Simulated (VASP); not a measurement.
A run of VASP 6.6.1 is set up as follows.

The input INCAR:

```
SYSTEM = As
ALGO     = Normal         ! electronic algorithm
EDIFF    = 1E-6           ! SCF threshold, eV
ENCUT    = 520            ! plane-wave cutoff, eV
GGA      = PE             ! functional
ISIF     = 2              ! what is computed and relaxed
ISMEAR   = -1             ! smearing method
LASPH    = .TRUE.         ! aspherical terms in the spheres
LCHARG   = .FALSE.        ! write CHGCAR
LREAL    = .FALSE.        ! projectors in reciprocal space
LWAVE    = .FALSE.        ! write WAVECAR
NBANDS   = 8              ! bands
NELM     = 80             ! most SCF steps
PREC     = Accurate       ! precision mode
SIGMA    = 0.08           ! smearing width, eV
```

Contents of KPOINTS:

```
k-points
0
G
  19 19 19
  0 0 0
```

File POSCAR:

```
As
1.0
    0.0000000000      1.7063288433      1.7063288433
    1.7063288433      0.0000000000      1.7063288433
    1.7063288433      1.7063288433      0.0000000000
As
1
Direct
    0.0000000000      0.0000000000      0.0000000000
```

Potentials or basis: VASP PAW PBE potentials, release 64 (As).

Command:

```bash
$ cat potpaw_PBE.64/As/POTCAR > POTCAR
$ mpirun -np 1 vasp_std > vasp.out
```

**Question.** Estimate the pressure.

**Answer.** 227.5 GPa.
